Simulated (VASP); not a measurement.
# Si16C15 (a cell with a defect) in VASP: relaxation of the atoms with PBE

Aim: the relaxation of the atoms of Si16C15 (a cell with a defect) with PBE.

Program: VASP 6.6.1. These are calculated values, not measurements. Logs are shortened: lines on timing, memory, paths and dates and some standing lists are left out, and cuts for length are marked.

## 1. The cell of the first run

The cell holds a defect, 31 atoms: a = 6.188 Å, b = 6.188 Å, c = 10.129 Å, α = 90.00°, β = 90.00°, γ = 120.00°.

## 2. Relaxation of the atoms, PBE (atoms taken out)

INCAR

```
SYSTEM = Si16C15
PREC = Accurate
ENCUT = 520
EDIFF = 1E-7
ISMEAR = 0
SIGMA = 0.01
LREAL = Auto
LASPH = .True.
NELM = 60
ALGO = Normal
ISIF = 2
LWAVE = .False.
LCHARG = .False.
GGA = PE
IBRION = 2
NSW = 65
EDIFFG = -0.025
KPAR = 2
```

KPOINTS

```
regular mesh
0
Gamma
  2 2 2
  0 0 0
```

POSCAR

```
Si16C15
1.0
    3.0941201777     -5.3591733641      0.0000000000
   -6.1882403654      0.0000000058      0.0000000000
    0.0000000000      0.0000000000    -10.1293391947
Si C
16 15
Direct
    0.3432554569      0.1819596120      0.0649737656
    0.8333333333      0.1666666667      0.0621558118
    0.3333333333      0.6666666667      0.0621558118
    0.8333333333      0.6666666667      0.0621558118
    0.1666666667      0.3333333333      0.5621558118
    0.6666666667      0.3333333333      0.5621558118
    0.1666666667      0.8333333333      0.5621558118
    0.6666666667      0.8333333333      0.5621558118
    0.5032028036      0.4846390218      0.3149707108
    1.0000000000      0.5000000000      0.3121004438
    0.5000927527      1.0257724478      0.3139937442
    0.9964688285      1.0034374704      0.3096063973
    0.0000000000      0.0000000000      0.8121004438
    0.5000000000      0.0000000000      0.8121004438
    0.0000000000      0.5000000000      0.8121004438
    0.5000000000      0.5000000000      0.8121004438
    0.8333333333      0.1666666667      0.2501925541
    0.3333333333      0.6666666667      0.2501925541
    0.8333333333      0.6666666667      0.2501925541
    0.1666666667      0.3333333333      0.7501925541
    0.6666666667      0.3333333333      0.7501925541
    0.1666666667      0.8333333333      0.7501925541
    0.6666666667      0.8333333333      0.7501925541
    0.0000000000      0.0000000000      0.4995521903
    0.5000000000      0.0000000000      0.4995521903
    0.0000000000      0.5000000000      0.4995521903
    0.5000000000      0.5000000000      0.4995521903
    0.5000000000      0.0000000000      0.9995521903
    1.0000000000      0.0000000000      0.9995521903
    0.5000000000      0.5000000000      0.9995521903
    1.0000000000      0.5000000000      0.9995521903
```

Potentials or basis: VASP PAW PBE potentials, release 64 (Si, C).

Run with:

```sh
cat potpaw_PBE.64/Si/POTCAR potpaw_PBE.64/C/POTCAR > POTCAR
mpirun -np 4 vasp_std > vasp.out
```

OUTCAR:

```text
SYSTEM = Si16C15
   PREC = Accurate
   ENCUT = 520
   EDIFF = 1E-7
   ISMEAR = 0
   LREAL = Auto
   LASPH = .True.
   NELM = 60
   ISIF = 2
   GGA = PE
   IBRION = 2
   NSW = 65
   EDIFFG = -0.025

 ion  position               nearest neighbor table
   1  0.343  0.182  0.065-  30 1.83  28 1.93  29 1.96   9 3.01   4 3.02  11 3.03   3 3.03  16 3.08
                             2 3.08  12 3.10   2 3.11  14 3.14
   2  0.833  0.167  0.062-  31 1.90  28 1.90  29 1.90  17 1.90  12 3.06   1 3.08   4 3.09   4 3.09
                             3 3.09   3 3.09  10 3.10  15 3.10  14 3.10  13 3.10   1 3.11  11 3.12
   3  0.333  0.667  0.062-  28 1.90  31 1.90  30 1.90  18 1.90   1 3.03   2 3.09   2 3.09   4 3.09
                             4 3.09  10 3.10  14 3.10  15 3.10  16 3.10
   4  0.833  0.667  0.062-  29 1.90  30 1.90  31 1.90  19 1.90   1 3.02  12 3.09   2 3.09   2 3.09
                             3 3.09   3 3.09  10 3.10  13 3.10  16 3.10  15 3.10   9 3.11
   5  0.167  0.333  0.562-  24 1.90  27 1.90  26 1.90  20 1.90   9 3.09   7 3.09   7 3.09   8 3.09
                             8 3.09   6 3.09   6 3.09  13 3.10  16 3.10  15 3.10  10 3.10  12 3.11
   6  0.667  0.333  0.562-  25 1.90  26 1.90  27 1.90  21 1.90  11 3.01   9 3.02   8 3.09   8 3.09
                             7 3.09   7 3.09   5 3.09   5 3.09  14 3.10  15 3.10  16 3.10  10 3.10
   7  0.167  0.833  0.562-  26 1.90  25 1.90  24 1.90  22 1.90  11 3.09   5 3.09   5 3.09   6 3.09
                             6 3.09   8 3.09   8 3.09  15 3.10  14 3.10  13 3.10  10 3.10  12 3.14
   8  0.667  0.833  0.562-  27 1.90  24 1.90  25 1.90  23 1.90   6 3.09   6 3.09   5 3.09   5 3.09
                             7 3.09   7 3.09  16 3.10  13 3.10  14 3.10  12 3.11   9 3.13
   9  0.503  0.485  0.315-  27 1.87  19 1.89  18 2.00  11 2.83   1 3.01   6 3.02  10 3.03  12 3.06
                             5 3.09   4 3.11   8 3.13  12 3.13
  10  0.000  0.500  0.312-  17 1.89  18 1.89  19 1.89  26 1.90  11 3.02   9 3.03  12 3.06   2 3.10
                             3 3.10   4 3.10   7 3.10   6 3.10   5 3.10  12 3.13
  11  0.500  0.026  0.314-  25 1.89  17 1.91  18 2.03   9 2.83   6 3.01  10 3.02   1 3.03  12 3.05
                             7 3.09   2 3.12  12 3.14
  12  0.996  0.003  0.310-  17 1.85  19 1.90  24 1.92  11 3.05   2 3.06   9 3.06  10 3.06   4 3.09
                             1 3.10   8 3.11   5 3.11  10 3.13   9 3.13   7 3.14  11 3.14
  13  0.000  0.000  0.812-  20 1.89  23 1.89  22 1.89  29 1.90  15 3.09  15 3.09  16 3.09  16 3.09
                            14 3.09  14 3.09   5 3.10   8 3.10   7 3.10   4 3.10   2 3.10
  14  0.500  0.000  0.812-  21 1.89  22 1.89  23 1.89  28 1.90  16 3.09  16 3.09  15 3.09  15 3.09
                            13 3.09  13 3.09   6 3.10   7 3.10   8 3.10   3 3.10   2 3.10   1 3.14
  15  0.000  0.500  0.812-  22 1.89  21 1.89  20 1.89  31 1.90  13 3.09  13 3.09  14 3.09  14 3.09
                            16 3.09  16 3.09   7 3.10   6 3.10   5 3.10   2 3.10   3 3.10   4 3.10
  16  0.500  0.500  0.812-  23 1.89  20 1.89  21 1.89  30 1.90   1 3.08  14 3.09  14 3.09  13 3.09
                            13 3.09  15 3.09  15 3.09   8 3.10   5 3.10   6 3.10   4 3.10   3 3.10
  17  0.833  0.167  0.250-  12 1.85  10 1.89   2 1.90  11 1.91
  18  0.333  0.667  0.250-  10 1.89   3 1.90   9 2.00  11 2.03
  19  0.833  0.667  0.250-   9 1.89  10 1.89  12 1.90   4 1.90
  20  0.167  0.333  0.750-  13 1.89  16 1.89  15 1.89   5 1.90
  21  0.667  0.333  0.750-  14 1.89  15 1.89  16 1.89   6 1.90
  22  0.167  0.833  0.750-  15 1.89  14 1.89  13 1.89   7 1.90
  23  0.667  0.833  0.750-  16 1.89  13 1.89  14 1.89   8 1.90
  24  0.000  0.000  0.500-   5 1.90   8 1.90   7 1.90  12 1.92
  25  0.500  0.000  0.500-  11 1.89   6 1.90   7 1.90   8 1.90
  26  0.000  0.500  0.500-   7 1.90   6 1.90   5 1.90  10 1.90
  27  0.500  0.500  0.500-   9 1.87   8 1.90   5 1.90   6 1.90
  28  0.500  0.000  1.000-   3 1.90   2 1.90  14 1.90   1 1.93
  29  0.000  0.000  1.000-   4 1.90   2 1.90  13 1.90   1 1.96
  30  0.500  0.500  1.000-   1 1.83   4 1.90   3 1.90  16 1.90
  31  0.000  0.500  1.000-   2 1.90   3 1.90   4 1.90  15 1.90

  LATTYP: Found a hexagonal cell.
 ALAT       =     6.1882403654
 C/A-ratio  =     1.6368690608

  Lattice vectors:

 A1 = (   3.0941201777,  -5.3591733641,   0.0000000000)
 A2 = (  -6.1882403654,   0.0000000058,   0.0000000000)
 A3 = (   0.0000000000,   0.0000000000, -10.1293391947)

Analysis of symmetry for initial positions (statically):
=====================================================================
 Subroutine PRICEL returns:
 Original cell was already a primitive cell.

 Routine SETGRP: Setting up the symmetry group for a
 hexagonal supercell.

 Subroutine GETGRP returns: Found  1 space group operations
 (whereof  1 operations were pure point group operations)
 out of a pool of 24 trial point group operations.

The static configuration has the point symmetry C_1 .

Analysis of symmetry for dynamics (positions and initial velocities):
=====================================================================
 Subroutine PRICEL returns:
 Original cell was already a primitive cell.

 Routine SETGRP: Setting up the symmetry group for a
 hexagonal supercell.

 Subroutine GETGRP returns: Found  1 space group operations
 (whereof  1 operations were pure point group operations)
[... 111 lines left out ...]
 ===========================================

 Found      8 irreducible k-points:

 Following reciprocal coordinates:
            Coordinates               Weight
  0.000000  0.000000  0.000000      1.000000
  0.500000 -0.000000  0.000000      1.000000
  0.000000  0.500000  0.000000      1.000000
  0.500000  0.500000  0.000000      1.000000
  0.000000  0.000000  0.500000      1.000000
  0.500000 -0.000000  0.500000      1.000000
  0.000000  0.500000  0.500000      1.000000
  0.500000  0.500000  0.500000      1.000000
   k-points           NKPTS =      8   k-points in BZ     NKDIM =      8   number of bands    NBANDS=     78
   number of dos      NEDOS =    301   number of ions     NIONS =     31
   total plane-waves  NPLWV = 184320
   dimension x,y,z NGX =    48 NGY =   48 NGZ =   80
   dimension x,y,z NGXF=    96 NGYF=   96 NGZF=  160
   ions per type =              16  15
   NGX,Y,Z   is equivalent  to a cutoff of  12.90, 12.90, 13.13 a.u.
   NGXF,Y,Z  is equivalent  to a cutoff of  25.79, 25.79, 26.26 a.u.
 SYSTEM =  Si16C15
   PREC   = accura    normal or accurate (medium, high low for compatibility)
   ISTART =      0    job   : 0-new  1-cont  2-samecut
   ICHARG =      2    charge: 1-file 2-atom 10-const
   ISPIN  =      1    spin polarized calculation?
   LNONCOLLINEAR =      F non collinear calculations
   LSORBIT =      F    spin-orbit coupling
   LASPH  =      T    aspherical Exc in radial PAW
   ENCUT  =  520.0 eV  38.22 Ry    6.18 a.u.  11.51 11.51 18.83*2*pi/ulx,y,z
   NELM   =     60;   NELMIN=  2; NELMDL= -5     # of ELM steps
   EDIFF  = 0.1E-06   stopping-criterion for ELM
   LREAL  =      T    real-space projection
   EDIFFG = -.3E-01   stopping-criterion for IOM
   NSW    =     65    number of steps for IOM
   IBRION =      2    ionic relax: 0-MD 1-quasi-New 2-CG
   NFREE  =      1    steps in history (QN), initial steepest desc. (CG)
   ISIF   =      2    stress and relaxation
   ISYM   =      2    0-nonsym 1-usesym 2-fastsym
   POTIM  = 0.5000    time-step for ionic-motion
   TEBEG  =    0.0;   TEEND  =   0.0 temperature during run
   PSTRESS=    0.0 pullay stress
   NELECT =     124.0000    total number of electrons
   NUPDOWN=      -1.0000    fix difference up-down
   EMIN   =  10.00;   EMAX   =-10.00  energy-range for DOS
   EFERMI =   0.00;   METHOD = LEGACY
   ISMEAR =     0;   SIGMA  =   0.01  broadening in eV -4-tet -1-fermi 0-gaus
   EFERMI_NEDOS =   21; number of points for ismear=-14 and -15
   IALGO  =     38    algorithm
   IMIX   =      4    mixing-type and parameters
     AMIX     =   0.40;   BMIX     =  1.00
     AMIX_MAG =   1.60;   BMIX_MAG =  1.00
  volume/ion in A,a.u.               =      10.84        73.13
  Fermi-wavevector in a.u.,A,eV,Ry     =   1.174357  2.219212 18.763980  1.379114
  Thomas-Fermi vector in A             =   2.310755
   LORBIT       =      0    0 simple, 1 ext, 2 COOP (PROOUT), +10 PAW based schemes
   GGA     = PE    functional components
   LHFCALC =     F    Hartree Fock is set to
   AEXX    =    0.0000 exact exchange contribution
   IVDW    =     0    specifies the selected vdW correction
   LEPSILON=     F    determine dielectric tensor
   LRPA    =     F    only Hartree local field effects (RPA)
 conjugate gradient relaxation of ions
 non-spin polarized calculation
 Gauss-broadening in eV      SIGMA  =   0.01
  energy-cutoff  :      520.00
  volume of cell :      335.93
 maximum number of plane-waves:      9074
 NGX is ok and might be reduce to    48
   NGX = 23   NGY = 23   NGZ = 37

--------------------------------------- Ionic step        1  -------------------------------------------

 number of electron     124.0000002 magnetization

 Free energy of the ion-electron system (eV)
  ---------------------------------------------------
  ext. energy  EPLUGINS =         0.00000000
  ---------------------------------------------------
  free energy    TOTEN  =      -226.98592986 eV

  energy without entropy =     -226.98462419  energy(sigma->0) =     -226.98527703

------------------------ aborting loop because EDIFF is reached ----------------------------------------

  FORCE on cell =-STRESS in cart. coord.  units (eV):
  Direction    XX          YY          ZZ          XY          YZ          ZX
  --------------------------------------------------------------------------------------
  -------------------------------------------------------------------------------------
  Total       -3.3518627     -0.0803833     -1.2675043      0.2718644     -0.5789656     -1.0910398
  in kB      -15.9864011     -0.3833807     -6.0452453      1.2966322     -2.7613232     -5.2036139
  external PRESSURE =      -7.4716757 kB  Pullay stress =       0.0000000 kB
[... 176 lines left out ...]
  FREE ENERGIE OF THE ION-ELECTRON SYSTEM (eV)
  ---------------------------------------------------
  free  energy   TOTEN  =      -227.2898117246 eV

  energy  without entropy=     -227.2881148126  energy(sigma->0) =     -227.28896327

[... ionic steps 4 to 11 ...]

--------------------------------------- Ionic step       12  -------------------------------------------

 number of electron     124.0000004 magnetization

------------------------ aborting loop because EDIFF is reached ----------------------------------------
[... 125 lines left out ...]
--------------------------------------- Ionic step       14  -------------------------------------------

 number of electron     124.0000004 magnetization

 Free energy of the ion-electron system (eV)
  ---------------------------------------------------
  ext. energy  EPLUGINS =         0.00000000
  ---------------------------------------------------
  free energy    TOTEN  =      -227.39175150 eV

  energy without entropy =     -227.39175150  energy(sigma->0) =     -227.39175150

 E-fermi :   9.5595     XC(G=0): -11.1972

 val. band max:        9.4586414835   @ k =   0.0000   0.0000   0.0000
 cond. band min:       9.6497086841   @ k =   0.0000   0.5000   0.0000
 fundamental gap:      0.1910672007
 Fermi energy:         9.5595395422

 k-point     1 :       0.0000    0.0000    0.0000
  band No.  band energies     occupation
      1      -7.4526      2.00000
      2      -6.3907      2.00000
      3      -6.1408      2.00000
      4      -4.1917      2.00000
      5      -4.1901      2.00000
      6      -4.1321      2.00000
[... 605 lines left out ...]
     73      13.2773      0.00000
     74      13.3519      0.00000
 [bands above 74 left out]

------------------------ aborting loop because EDIFF is reached ----------------------------------------

  FORCE on cell =-STRESS in cart. coord.  units (eV):
  Direction    XX          YY          ZZ          XY          YZ          ZX
  --------------------------------------------------------------------------------------
  -------------------------------------------------------------------------------------
  Total       -0.2884621     -0.2316665     -2.2622723      0.0114467     -0.0727933      0.0186856
  in kB       -1.3757934     -1.1049119    -10.7896997      0.0545939     -0.3471810      0.0891193
  external PRESSURE =      -4.4234683 kB  Pullay stress =       0.0000000 kB
[... 46 lines left out ...]
  FREE ENERGIE OF THE ION-ELECTRON SYSTEM (eV)
  ---------------------------------------------------
  free  energy   TOTEN  =      -227.3917514982 eV

  energy  without entropy=     -227.3917514982  energy(sigma->0) =     -227.39175150

 reached required accuracy - stopping structural energy minimisation
```

Wall time 22 min (4 MPI ranks of Intel Xeon Platinum 8488C (Sapphire Rapids), shared host); peak memory 0.36 GiB.

Results:

- Free energy: -227.3918 eV
- Energy gained by relaxing: 13.1 meV/atom
- Ionic steps: 14
- Pressure after relaxing: -0.4 GPa
- Largest force after relaxing: 0.021 eV/Å
- Band gap on the k mesh: 0.19 eV

Forces in eV/Å, atoms in the order of the input:
```
Si  -0.009 -0.006 -0.011
Si   0.000  0.001 -0.003
Si   0.000 -0.004 -0.001
Si  -0.001  0.002  0.002
Si  -0.004 -0.005  0.005
Si  -0.001  0.003 -0.009
Si   0.000 -0.003  0.007
Si   0.004 -0.005 -0.003
Si  -0.010  0.003  0.001
Si   0.000 -0.003  0.010
Si   0.011  0.003  0.007
Si   0.000  0.008  0.015
Si   0.002  0.000 -0.003
Si   0.007 -0.004 -0.007
Si  -0.001  0.010 -0.004
Si  -0.007 -0.007 -0.010
C    0.001 -0.004  0.005
C    0.002 -0.011 -0.018
C    0.002 -0.002  0.004
C    0.001  0.002  0.001
C   -0.003  0.006  0.004
C   -0.006 -0.002  0.000
C   -0.002 -0.005  0.008
C   -0.002 -0.004  0.015
C   -0.003 -0.011 -0.004
C   -0.002  0.008  0.008
C   -0.003 -0.004 -0.002
C    0.007  0.009 -0.001
C    0.009  0.008 -0.011
C    0.003  0.005  0.002
C    0.008  0.015 -0.005
```

Stress tensor (GPa, compression positive):
```
-0.14  0.01  0.01
 0.01 -0.11 -0.03
 0.01 -0.03 -1.08
```

Step by step:
| step | energy change (eV) | largest force (eV/Å) | pressure (GPa) |
| --- | --- | --- | --- |
| 1 | 0.0000 | 1.9305 | -0.75 |
| 2 | -0.2829 | 0.9110 | -0.75 |
| 3 | -0.3039 | 0.8280 | -0.79 |
| 4 | -0.3735 | 0.4270 | -0.62 |
| 5 | -0.3754 | 0.4986 | -0.58 |
| 6 | -0.3968 | 0.2108 | -0.40 |
| 7 | -0.3969 | 0.1985 | -0.41 |
| 8 | -0.4018 | 0.1023 | -0.39 |
| 9 | -0.4018 | 0.1043 | -0.39 |
| 10 | -0.4043 | 0.0692 | -0.40 |
| 11 | -0.4045 | 0.0724 | -0.41 |
| 12 | -0.4055 | 0.0344 | -0.43 |
| 13 | -0.4056 | 0.0387 | -0.44 |
| 14 | -0.4058 | 0.0212 | -0.44 |

Final structure:
```
Si C
1.0
     3.09412   -5.35917    0.00000
    -6.18824    0.00000    0.00000
     0.00000    0.00000  -10.12934
Si C
16 15
Direct
  0.33393 0.16765 0.06374
  0.83438 0.16867 0.06205
  0.33311 0.66736 0.06195
  0.83433 0.66742 0.06206
  0.16693 0.33389 0.56229
  0.66657 0.33399 0.56212
  0.16690 0.83440 0.56232
  0.66655 0.83403 0.56137
  0.50182 0.50425 0.31158
  0.00028 0.50108 0.31269
  0.50176 0.99949 0.31158
  0.99679 0.99934 0.31194
  0.00132 0.00138 0.81261
  0.49986 0.00150 0.81259
  0.00049 0.50092 0.81157
  0.49985 0.49974 0.81259
  0.83524 0.17105 0.24911
  0.33022 0.66607 0.24890
  0.83527 0.66614 0.24909
  0.16714 0.33410 0.75055
  0.66697 0.33415 0.75047
  0.16708 0.83434 0.75057
  0.66685 0.83410 0.75120
  0.00060 0.00098 0.50009
  0.49960 0.00110 0.49977
  0.00028 0.50082 0.49991
  0.49967 0.49997 0.49978
  0.50063 0.00123 0.00121
  0.00075 0.00123 0.00123
  0.50052 0.50088 0.00124
  0.00067 0.50120 0.99873
```

Caveat: the k points lie up to 0.59 Å⁻¹ apart; the cell differs from its parent crystal (atoms taken out).
